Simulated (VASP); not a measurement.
# V4N in VASP: single point with PBEsol

Aim: the single point of V4N with PBEsol.

Everything below comes from runs of VASP 6.6.1. Logs are shortened: lines on timing, memory, paths and dates and some standing lists are left out, and cuts for length are marked.

**1. The cell of the first run**

The cell holds a slab with vacuum, 5 atoms: a = 2.562 Å, b = 2.562 Å, c = 25.277 Å, α = 90.00°, β = 90.00°, γ = 109.47°.

**2. Single point, PBEsol**

Contents of INCAR:

```
SYSTEM = V4N
  PREC = Accurate
  ENCUT = 1000
  EDIFF = 1E-6
  ISMEAR = 0
  SIGMA = 0.1
  LREAL = .False.
  LASPH = .True.
  NELM = 120
  ALGO = Normal
  ISIF = 2
  LWAVE = .False.
  LCHARG = .False.
  LDIPOL = .True.
  IDIPOL = 3
  DIPOL = 0.5 0.5 0.493
  GGA = PS
  NBANDS = 36
  GGA_COMPAT = .False.
  NELMDL = -8
```

Contents of KPOINTS:

```
regular mesh
0
Gamma
  12 12 1
  0 0 0
```

Contents of POSCAR:

```
V4N
1.0
    2.5624431093      0.0000000000      0.0000000000
   -0.8541477031      2.4158945320      0.0000000000
    0.0000000000      0.0000000000     25.2766781127
V N
4 1
Direct
    0.5000000000      0.5000000000      0.3362783655
    0.0000000000      0.0000000000      0.4190513481
    0.4915951656      0.5084048344      0.4986723070
   -0.0122080712      0.0122080712      0.5877400620
    0.3727010938      0.6272989062      0.6217183124
```

Potentials or basis: VASP PAW PBE potentials, release 64 (V_sv, N_h).

Run with:

```
$ cat potpaw_PBE.64/V_sv/POTCAR potpaw_PBE.64/N_h/POTCAR > POTCAR
$ mpirun -np 1 vasp_std > vasp.out
```

OUTCAR:

```text
SYSTEM = V4N
   PREC = Accurate
   ENCUT = 1000
   EDIFF = 1E-6
   ISMEAR = 0
   LREAL = .False.
   LASPH = .True.
   NELM = 120
   ISIF = 2
   GGA = PS
   NELMDL = -8

 ion  position               nearest neighbor table
   1  0.500  0.500  0.336-   2 2.56   2 2.56
   2  0.000  0.000  0.419-   3 2.50   3 2.50   1 2.56   1 2.56   3 2.88
   3  0.492  0.508  0.499-   2 2.50   2 2.50   4 2.69   4 2.69   2 2.88
   4  0.988  0.012  0.588-   5 1.78   5 1.78   5 1.83   3 2.69   3 2.69
   5  0.373  0.627  0.622-   4 1.78   4 1.78   4 1.83

  LATTYP: Found a base centered orthorhombic cell.
 ALAT       =     2.9588544379
 B/A-ratio  =     1.4142135624
 C/A-ratio  =     8.5427244372

  Lattice vectors:

 A1 = (   2.5624431093,   0.0000000000,   0.0000000000)
 A2 = (  -0.8541477031,   2.4158945320,   0.0000000000)
 A3 = (   0.0000000000,   0.0000000000,  25.2766781127)

Analysis of symmetry for initial positions (statically):
=====================================================================
 Subroutine PRICEL returns:
 Original cell was already a primitive cell.

 Routine SETGRP: Setting up the symmetry group for a
 base centered orthorhombic supercell.

 Subroutine GETGRP returns: Found  2 space group operations
 (whereof  2 operations were pure point group operations)
 out of a pool of  8 trial point group operations.

The static configuration has the point symmetry C_1h.

Analysis of symmetry for dynamics (positions and initial velocities):
=====================================================================
 Subroutine PRICEL returns:
 Original cell was already a primitive cell.

 Routine SETGRP: Setting up the symmetry group for a
 base centered orthorhombic supercell.

 Subroutine GETGRP returns: Found  2 space group operations
 (whereof  2 operations were pure point group operations)
 out of a pool of  8 trial point group operations.

The dynamic configuration has the point symmetry C_1h.

 Subroutine INISYM returns: Found  2 space group operations
 (whereof  2 operations are pure point group operations),
 and found     1 'primitive' translations

----------------------------------------------------------------------------------------

                                     Primitive cell

  volume of cell :     156.4776
[... 93 lines left out ...]
   ENCUT  = 1000.0 eV  73.50 Ry    8.57 a.u.   6.61  6.61 65.17*2*pi/ulx,y,z
   NELM   =    120;   NELMIN=  2; NELMDL= -8     # of ELM steps
   EDIFF  = 0.1E-05   stopping-criterion for ELM
   LREAL  =      F    real-space projection
[... 7 lines left out ...]
   TEBEG  =    0.0;   TEEND  =   0.0 temperature during run
   PSTRESS=    0.0 pullay stress
   NELECT =      57.0000    total number of electrons
   NUPDOWN=      -1.0000    fix difference up-down
   EMIN   =  10.00;   EMAX   =-10.00  energy-range for DOS
   EFERMI =   0.00;   METHOD = LEGACY
   ISMEAR =     0;   SIGMA  =   0.10  broadening in eV -4-tet -1-fermi 0-gaus
   EFERMI_NEDOS =   21; number of points for ismear=-14 and -15
   IALGO  =     38    algorithm
   IMIX   =      4    mixing-type and parameters
     AMIX     =   0.40;   BMIX     =  1.00
     AMIX_MAG =   1.60;   BMIX_MAG =  1.00
  volume/ion in A,a.u.               =      31.30       211.19
  Fermi-wavevector in a.u.,A,eV,Ry     =   1.169183  2.209435 18.599004  1.366988
  Thomas-Fermi vector in A             =   2.305659
   LORBIT       =      0    0 simple, 1 ext, 2 COOP (PROOUT), +10 PAW based schemes
   GGA     = PS    functional components
   LHFCALC =     F    Hartree Fock is set to
   AEXX    =    0.0000 exact exchange contribution
   IVDW    =     0    specifies the selected vdW correction
   LEPSILON=     F    determine dielectric tensor
   LRPA    =     F    only Hartree local field effects (RPA)
 non-spin polarized calculation
 Gauss-broadening in eV      SIGMA  =   0.10
  energy-cutoff  :     1000.00
  volume of cell :      156.48
 maximum number of plane-waves:     11339
   NGX = 13   NGY = 13   NGZ =131

 dipolmoment           0.000000      0.000000     -0.011374 electrons x Angstroem

 number of electron      56.9999999 magnetization

 dipolmoment           0.000000      0.000000      0.040602 electrons x Angstroem

 Free energy of the ion-electron system (eV)
  ---------------------------------------------------
  ext. energy  EPLUGINS =         0.00000000
  ---------------------------------------------------
  free energy    TOTEN  =       -46.41591105 eV

  energy without entropy =      -46.38915526  energy(sigma->0) =      -46.40253316

 E-fermi :   0.2158     XC(G=0):  -5.5560

 val. band max:        0.2072254048   @ k =   0.5000   0.0000   0.0000
 cond. band min:       0.2271519029   @ k =   0.4167   0.0833   0.0000
 fundamental gap:      0.0199264981
 Fermi energy:         0.2157834316

 k-point     1 :       0.0000    0.0000    0.0000
  band No.  band energies     occupation
      1     -63.7579      2.00000
      2     -63.3750      2.00000
      3     -63.2431      2.00000
      4     -63.0818      2.00000
      5     -37.7887      2.00000
      6     -37.5811      2.00000
[... 925 lines left out ...]
     35       2.7083      0.00000
     36       2.9384      0.00000

 [... further k-points ...]

------------------------ aborting loop because EDIFF is reached ----------------------------------------

 vacuum level on the upper side and lower side of the slab       (xc-potential included)         0.576        -0.593

  FORCE on cell =-STRESS in cart. coord.  units (eV):
  Direction    XX          YY          ZZ          XY          YZ          ZX
  --------------------------------------------------------------------------------------
  -------------------------------------------------------------------------------------
  Total        5.6442493      5.4794034     -0.4847703     -0.2331274      0.0244610     -0.0345914
  in kB       57.7915802     56.1037192     -4.9635722     -2.3869959      0.2504568     -0.3541823
  external PRESSURE =      36.3105758 kB  Pullay stress =       0.0000000 kB

 VOLUME and BASIS-vectors are now :
 -----------------------------------------------------------------------------
  energy-cutoff  :     1000.00
  volume of cell :      156.48
      direct lattice vectors                 reciprocal lattice vectors
     2.562443109  0.000000000  0.000000000     0.390252567  0.137975118  0.000000000
    -0.854147703  2.415894532  0.000000000     0.000000000  0.413925354  0.000000000
     0.000000000  0.000000000 25.276678113     0.000000000  0.000000000  0.039562161

 POSITION                                       TOTAL-FORCE (eV/Angst)
 -----------------------------------------------------------------------------------
      0.85415      1.20795      8.50000         0.015390     -0.010882      0.284706
      0.00000      0.00000     10.59223        -0.016991      0.012014     -0.301753
      0.82543      1.22825     12.60478         0.004546     -0.003214      0.008047
      2.52073      0.02949     14.85612        -0.004517      0.003194     -0.074422
      0.41922      1.51549     15.71497         0.001573     -0.001113      0.083421
 -----------------------------------------------------------------------------------
    total drift:                               -0.000032      0.000022     -0.002170

  FREE ENERGIE OF THE ION-ELECTRON SYSTEM (eV)
  ---------------------------------------------------
  free  energy   TOTEN  =       -46.4159110501 eV

  energy  without entropy=      -46.3891552624  energy(sigma->0) =      -46.40253316

 vacuum level on the upper side and lower side of the slab         6.354         5.170
```

stdout:

```text
POSCAR found type information on POSCAR V N
 POSCAR found :  2 types and       5 ions
 scaLAPACK will be used
 -----------------------------------------------------------------------------
|                                                                             |
|                                                                             |
|     You enforced a specific xc type in the INCAR file but a different       |
|     I HOPE YOU KNOW WHAT YOU ARE DOING!                                     |
|                                                                             |
 -----------------------------------------------------------------------------

 LDA part: xc-table for (Slater+PW92), standard interpolation
 POSCAR, INCAR and KPOINTS ok, starting setup
 FFT: planning ... GRIDC
 FFT: planning ... GRID_SOFT
 FFT: planning ... GRID
 WAVECAR not read
 entering main loop
```

It took 31 min on 1 thread of Intel Xeon Platinum 8259CL at 2.50GHz (Skylake/Cascade Lake), shared host; peak memory 0.8 GiB.

Results:

```
Free energy            : -46.4159 eV
Largest force          : 0.302 eV/Å
Band gap on the k mesh : zero (an odd number of electrons rules out a gap without spin polarisation)
```

Forces in eV/Å, atoms in the order of the input:
```
V    0.015 -0.011  0.285
V   -0.017  0.012 -0.302
V    0.005 -0.003  0.008
V   -0.005  0.003 -0.074
N    0.002 -0.001  0.083
```

Caveat: the PAW data sets were made with another functional, which shifts forces and pressure a little; the run has no spin polarisation, though such a crystal can be magnetic. With open d or f shells a metallic result of PBEsol can be an artefact of self-interaction; +U or a hybrid may open a gap.
